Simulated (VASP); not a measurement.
# Cd (P6/mmm) in VASP: further runs

Runs on Cd. Level: LDA. Tasks: single point.

All numbers are computed with VASP 6.6.1; they aren't measurements. Logs are shortened: lines on timing, memory, paths and dates and some standing lists are left out, and cuts for length are marked.

**1. The cell of the first run**

The structure is hexagonal, space group P6/mmm (No. 191). The conventional cell has a = 2.672 Å, b = 2.672 Å, c = 2.675 Å, α = 90.00°, β = 90.00°, γ = 120.00°. Within 3.5 Å of Cd (site symmetry 6/mmm) lie 8 Cd at 2.67 to 2.68 Å.

This isn't the form of Cd at room conditions, which is hcp.

**2. Single point, LDA**

The input, INCAR:

```
ALGO = Normal
EDIFF = 1E-6
ENCUT = 520
GGA = CA
ISIF = 2
ISMEAR = -1
LASPH = T
LCHARG = T
LELF = T
LREAL = F
LVHAR = T
LWAVE = F
NBANDS = 12
NELM = 60
PREC = Accurate
SIGMA = 0.08
```

The input, KPOINTS:

```
k-points
0
Gamma
  16 16 15
```

The input, POSCAR:

```
Cd
1.0
    2.6722047486      0.0000000000      0.0000000000
   -1.3361023743      2.3141971964      0.0000000000
    0.0000000000      0.0000000000      2.6750354874
Cd
1
Direct
    0.0000000000      0.0000000000      0.0000000000
```

Potentials or basis: VASP PAW LDA potentials, release 64 (Cd).

Launch:

```sh
$ cat potpaw_LDA.64/Cd/POTCAR > POTCAR
$ mpirun -np 1 vasp_std > vasp.out
```

OUTCAR:

```text
EDIFF = 1E-6
   ENCUT = 520
   GGA = CA
   ISIF = 2
   ISMEAR = -1
   LASPH = T
   LREAL = F
   NELM = 60
   PREC = Accurate

 ion  position               nearest neighbor table
   1  0.000  0.000  0.000-

  LATTYP: Found a hexagonal cell.
 ALAT       =     2.6722047486
 C/A-ratio  =     1.0010593271

  Lattice vectors:

 A1 = (   2.6722047486,   0.0000000000,   0.0000000000)
 A2 = (  -1.3361023743,   2.3141971964,   0.0000000000)
 A3 = (   0.0000000000,   0.0000000000,   2.6750354874)

Analysis of symmetry for initial positions (statically):
=====================================================================
 Subroutine PRICEL returns:
 Original cell was already a primitive cell.

 Routine SETGRP: Setting up the symmetry group for a
 hexagonal supercell.

 Subroutine GETGRP returns: Found 24 space group operations
 (whereof 24 operations were pure point group operations)
 out of a pool of 24 trial point group operations.

The static configuration has the point symmetry D_6h.

Analysis of symmetry for dynamics (positions and initial velocities):
=====================================================================
 Subroutine PRICEL returns:
 Original cell was already a primitive cell.

 Routine SETGRP: Setting up the symmetry group for a
 hexagonal supercell.

 Subroutine GETGRP returns: Found 24 space group operations
 (whereof 24 operations were pure point group operations)
 out of a pool of 24 trial point group operations.

The dynamic configuration has the point symmetry D_6h.

 Subroutine INISYM returns: Found 24 space group operations
 (whereof 24 operations are pure point group operations),
 and found     1 'primitive' translations

----------------------------------------------------------------------------------------

                                     Primitive cell

  volume of cell :      16.5424

  direct lattice vectors                    reciprocal lattice vectors
     2.672204749  0.000000000  0.000000000     0.374222821  0.216057647  0.000000000
    -1.336102374  2.314197196  0.000000000     0.000000000  0.432115293  0.000000000
     0.000000000  0.000000000  2.675035487     0.000000000  0.000000000  0.373826816

  length of vectors
     2.672204749  2.672204749  2.675035487     0.432115293  0.432115293  0.373826816

  position of ions in fractional coordinates (direct lattice)
     0.000000000  0.000000000  0.000000000

  ion indices of the primitive-cell ions
   primitive index   ion index
                 1           1

----------------------------------------------------------------------------------------

 KPOINTS: k-points

Automatic generation of k-mesh.
 Grid dimensions read from file:
 generate k-points for:   16   16   15

 Generating k-lattice:

  Cartesian coordinates                     Fractional coordinates (reciprocal lattice)
     0.023388926  0.013503603  0.000000000     0.062500000  0.000000000  0.000000000
     0.000000000  0.027007206  0.000000000     0.000000000  0.062500000  0.000000000
     0.000000000  0.000000000  0.024921788     0.000000000  0.000000000  0.066666667

  Length of vectors
     0.027007206  0.027007206  0.024921788

  Shift w.r.t. Gamma in fractional coordinates (k-lattice)
     0.000000000  0.000000000  0.000000000

 Subroutine IBZKPT returns following result:
 ===========================================

 Found    240 irreducible k-points:

 Following reciprocal coordinates:
            Coordinates               Weight
  0.000000  0.000000  0.000000      1.000000
  0.062500  0.000000  0.000000      6.000000
  0.125000  0.000000  0.000000      6.000000
  0.187500  0.000000  0.000000      6.000000
  0.250000  0.000000  0.000000      6.000000
  0.312500  0.000000  0.000000      6.000000
[... 16 lines left out ...]
  0.187500  0.187500  0.000000      6.000000
  0.250000  0.187500  0.000000     12.000000
 [... further k-points ...]
   k-points           NKPTS =    240   k-points in BZ     NKDIM =    240   number of bands    NBANDS=     12
   number of dos      NEDOS =    301   number of ions     NIONS =      1
   total plane-waves  NPLWV =   8000
   dimension x,y,z NGX =    20 NGY =   20 NGZ =   20
   dimension x,y,z NGXF=    40 NGYF=   40 NGZF=   40
   ions per type =               1
   NGX,Y,Z   is equivalent  to a cutoff of  12.44, 12.44, 12.43 a.u.
   NGXF,Y,Z  is equivalent  to a cutoff of  24.89, 24.89, 24.86 a.u.
 SYSTEM =  unknown system
   PREC   = accura    normal or accurate (medium, high low for compatibility)
   ISTART =      0    job   : 0-new  1-cont  2-samecut
   ICHARG =      2    charge: 1-file 2-atom 10-const
   ISPIN  =      1    spin polarized calculation?
   LNONCOLLINEAR =      F non collinear calculations
   LSORBIT =      F    spin-orbit coupling
   LASPH  =      T    aspherical Exc in radial PAW
   ENCUT  =  520.0 eV  38.22 Ry    6.18 a.u.   4.97  4.97  4.97*2*pi/ulx,y,z
   NELM   =     60;   NELMIN=  2; NELMDL= -5     # of ELM steps
   EDIFF  = 0.1E-05   stopping-criterion for ELM
   LREAL  =      F    real-space projection
   EDIFFG = 0.1E-04   stopping-criterion for IOM
   NSW    =      0    number of steps for IOM
   IBRION =     -1    ionic relax: 0-MD 1-quasi-New 2-CG
   NFREE  =      0    steps in history (QN), initial steepest desc. (CG)
   ISIF   =      2    stress and relaxation
   ISYM   =      2    0-nonsym 1-usesym 2-fastsym
   POTIM  = 0.5000    time-step for ionic-motion
   TEBEG  =    0.0;   TEEND  =   0.0 temperature during run
   PSTRESS=    0.0 pullay stress
   NELECT =      12.0000    total number of electrons
   NUPDOWN=      -1.0000    fix difference up-down
   EMIN   =  10.00;   EMAX   =-10.00  energy-range for DOS
   EFERMI =   0.00;   METHOD = LEGACY
   ISMEAR =    -1;   SIGMA  =   0.08  broadening in eV -4-tet -1-fermi 0-gaus
   EFERMI_NEDOS =   21; number of points for ismear=-14 and -15
   IALGO  =     38    algorithm
   IMIX   =      4    mixing-type and parameters
     AMIX     =   0.40;   BMIX     =  1.00
     AMIX_MAG =   1.60;   BMIX_MAG =  1.00
  volume/ion in A,a.u.               =      16.54       111.63
  Fermi-wavevector in a.u.,A,eV,Ry     =   1.470964  2.779719 29.439402  2.163735
  Thomas-Fermi vector in A             =   2.586157
   LORBIT       =      0    0 simple, 1 ext, 2 COOP (PROOUT), +10 PAW based schemes
   GGA     = CA    functional components
   LHFCALC =     F    Hartree Fock is set to
   AEXX    =    0.0000 exact exchange contribution
   IVDW    =     0    specifies the selected vdW correction
   LEPSILON=     F    determine dielectric tensor
   LRPA    =     F    only Hartree local field effects (RPA)
 non-spin polarized calculation
  energy-cutoff  :      520.00
  volume of cell :       16.54
 maximum number of plane-waves:       456
 NGX is ok and might be reduce to    20
   NGX =  9   NGY =  9   NGZ =  9

 number of electron      12.0000001 magnetization

 Free energy of the ion-electron system (eV)
  ---------------------------------------------------
  ext. energy  EPLUGINS =         0.00000000
  ---------------------------------------------------
  free energy    TOTEN  =        -0.93789143 eV

  energy without entropy =       -0.93070266  energy(sigma->0) =       -0.93429704

 E-fermi :   5.1865     XC(G=0): -12.8044

 val. band max:        5.1787320166   @ k =   0.1875   0.1875   0.4667
 cond. band min:       5.2087154441   @ k =   0.4375   0.0625   0.1333
 fundamental gap:      0.0299834275
 Fermi energy:         5.1865139915

 k-point     1 :       0.0000    0.0000    0.0000
  band No.  band energies     occupation
      1      -6.7712      2.00000
      2      -6.0653      2.00000
      3      -5.2632      2.00000
      4      -5.2632      2.00000
      5      -3.6211      2.00000
      6      -3.6211      2.00000
      7      15.4845      0.00000
      8      20.7630      0.00000
      9      21.3016      0.00000
     10      23.3816      0.00000
     11      23.3816      0.00000
     12      27.0144      0.00000

 k-point     2 :       0.0625    0.0000    0.0000
  band No.  band energies     occupation
      1      -6.7030      2.00000
      2      -5.9737      2.00000
      3      -5.2976      2.00000
      4      -5.1963      2.00000
      5      -3.6699      2.00000
      6      -3.6305      2.00000
      7      15.6730      0.00000
      8      20.3624      0.00000
      9      21.2969      0.00000
     10      22.2892      0.00000
     11      22.6155      0.00000
     12      27.8835      0.00000

 k-point     3 :       0.1250    0.0000    0.0000
  band No.  band energies     occupation
      1      -6.5523      2.00000
      2      -5.7421      2.00000
      3      -5.2995      2.00000
      4      -5.0027      2.00000
      5      -3.8061      2.00000
      6      -3.6574      2.00000
      7      16.2251      0.00000
      8      18.4286      0.00000
      9      21.1966      0.00000
     10      21.2795      0.00000
     11      21.6109      0.00000
     12      29.3863      0.00000

 k-point     4 :       0.1875    0.0000    0.0000
  band No.  band energies     occupation
      1      -6.4074      2.00000
      2      -5.7590      2.00000
      3      -4.7826      2.00000
      4      -4.7028      2.00000
      5      -4.0030      2.00000
      6      -3.6975      2.00000
      7      15.7652      0.00000
      8      17.1041      0.00000
      9      19.7347      0.00000
     10      21.2503      0.00000
     11      21.5264      0.00000
     12      30.8081      0.00000

 k-point     5 :       0.2500    0.0000    0.0000
  band No.  band energies     occupation
      1      -6.3378      2.00000
      2      -5.8801      2.00000
      3      -4.3320      2.00000
      4      -4.2252      2.00000
      5      -3.8141      2.00000
      6      -3.7445      2.00000
      7      13.0483      0.00000
      8      18.2557      0.00000
      9      18.3859      0.00000
     10      21.2280      0.00000
     11      21.5339      0.00000
     12      32.2716      0.00000

 k-point     6 :       0.3125    0.0000    0.0000
  band No.  band energies     occupation
      1      -6.4223      2.00000
      2      -5.8724      2.00000
      3      -4.4378      2.00000
      4      -3.9401      2.00000
      5      -3.7912      2.00000
      6      -2.5524      2.00000
      7      10.4206      0.00000
      8      17.2270      0.00000
      9      19.6110      0.00000
     10      21.2302      0.00000
     11      21.5541      0.00000
     12      30.6034      0.00000

 k-point     7 :       0.3750    0.0000    0.0000
  band No.  band energies     occupation
      1      -6.5717      2.00000
      2      -5.7891      2.00000
      3      -4.6112      2.00000
      4      -3.8306      2.00000
      5      -3.5887      2.00000
      6      -1.0627      2.00000
      7       7.9543      0.00000
      8      16.3265      0.00000
      9      21.0749      0.00000
     10      21.2613      0.00000
     11      21.5703      0.00000
     12      29.0234      0.00000

 k-point     8 :       0.4375    0.0000    0.0000
  band No.  band energies     occupation
      1      -6.6847      2.00000
      2      -5.7184      2.00000
      3      -4.7238      2.00000
      4      -3.8567      2.00000
      5      -3.3426      2.00000
      6       0.5292      2.00000
      7       5.7768      0.00125
      8      15.7507      0.00000
      9      21.3042      0.00000
     10      21.5782      0.00000
     11      22.4568      0.00000
     12      27.6166      0.00000
[... 166 lines left out ...]
 k-point    20 :       0.3125    0.1250    0.0000
  band No.  band energies     occupation
      1      -6.2968      2.00000
      2      -5.7666      2.00000
      3      -4.5829      2.00000
      4      -4.0970      2.00000
      5      -3.9269      2.00000
      6      -0.3395      2.00000
      7       8.2132      0.00000
      8      13.3312      0.00000
      9      21.5836      0.00000
     10      21.7267      0.00000
     11      24.7218      0.00000
     12      29.1576      0.00000

 k-point    21 :       0.3750    0.1250    0.0000
  band No.  band energies     occupation
      1      -6.4010      2.00000
      2      -5.6978      2.00000
      3      -4.6747      2.00000
      4      -3.9645      2.00000
      5      -3.8400      2.00000
      6       1.2552      2.00000
      7       6.0143      0.00006
      8      12.8639      0.00000
      9      21.9148      0.00000
     10      23.0304      0.00000
     11      24.6037      0.00000
     12      27.7751      0.00000

 k-point    22 :       0.4375    0.1250    0.0000
  band No.  band energies     occupation
      1      -6.4392      2.00000
      2      -5.6718      2.00000
      3      -4.7065      2.00000
      4      -3.9777      2.00000
      5      -3.7470      2.00000
      6       2.3496      2.00000
      7       4.7182      1.99428
      8      12.7014      0.00000
      9      21.9983      0.00000
     10      23.8175      0.00000
     11      24.5585      0.00000
     12      27.0123      0.00000

 k-point    23 :       0.1875    0.1875    0.0000
  band No.  band energies     occupation
      1      -6.0370      2.00000
      2      -5.7943      2.00000
      3      -4.7635      2.00000
      4      -4.4030      2.00000
      5      -3.8918      2.00000
      6      -1.8259      2.00000
      7      11.9996      0.00000
      8      12.6189      0.00000
      9      19.9788      0.00000
     10      21.5703      0.00000
     11      26.4787      0.00000
     12      29.3669      0.00000

 k-point    24 :       0.2500    0.1875    0.0000
  band No.  band energies     occupation
      1      -5.9895      2.00000
      2      -5.7928      2.00000
      3      -4.5603      2.00000
      4      -4.5150      2.00000
      5      -3.9806      2.00000
      6      -0.4335      2.00000
      7       9.7109      0.00000
      8      11.5816      0.00000
      9      21.4100      0.00000
     10      21.8452      0.00000
     11      27.0560      0.00000
     12      29.5370      0.00000

 [... further k-points ...]
[... 5 lines left out ...]
  --------------------------------------------------------------------------------------
  -------------------------------------------------------------------------------------
  Total        3.8560494      3.8560494      3.8125594      0.0000000      0.0000000      0.0000000
  in kB      373.4681192    373.4681192    369.2560016      0.0000000      0.0000000      0.0000000
  external PRESSURE =     372.0640800 kB  Pullay stress =       0.0000000 kB

 VOLUME and BASIS-vectors are now :
 -----------------------------------------------------------------------------
  energy-cutoff  :      520.00
  volume of cell :       16.54
      direct lattice vectors                 reciprocal lattice vectors
     2.672204749  0.000000000  0.000000000     0.374222821  0.216057647  0.000000000
    -1.336102374  2.314197196  0.000000000     0.000000000  0.432115293  0.000000000
     0.000000000  0.000000000  2.675035487     0.000000000  0.000000000  0.373826816

 POSITION                                       TOTAL-FORCE (eV/Angst)
 -----------------------------------------------------------------------------------
      0.00000      0.00000      0.00000        -0.000000      0.000000      0.000000
 -----------------------------------------------------------------------------------
    total drift:                               -0.000000      0.000000     -0.000000

  FREE ENERGIE OF THE ION-ELECTRON SYSTEM (eV)
  ---------------------------------------------------
  free  energy   TOTEN  =        -0.9378914281 eV

  energy  without entropy=       -0.9307026566  energy(sigma->0) =       -0.93429704
```

Wall time 14 s (1 thread of AMD EPYC 9R45 (Zen 5), shared host); peak memory 0.12 GiB.

What came out:

```
Free energy            : -0.9379 eV
Pressure               : 37.2 GPa
Band gap on the k mesh : zero (bands 6 and 7 overlap by 6.39 eV)
```

Caveat: the cell stands under pressure.

(Continued in part 2 of 2.)
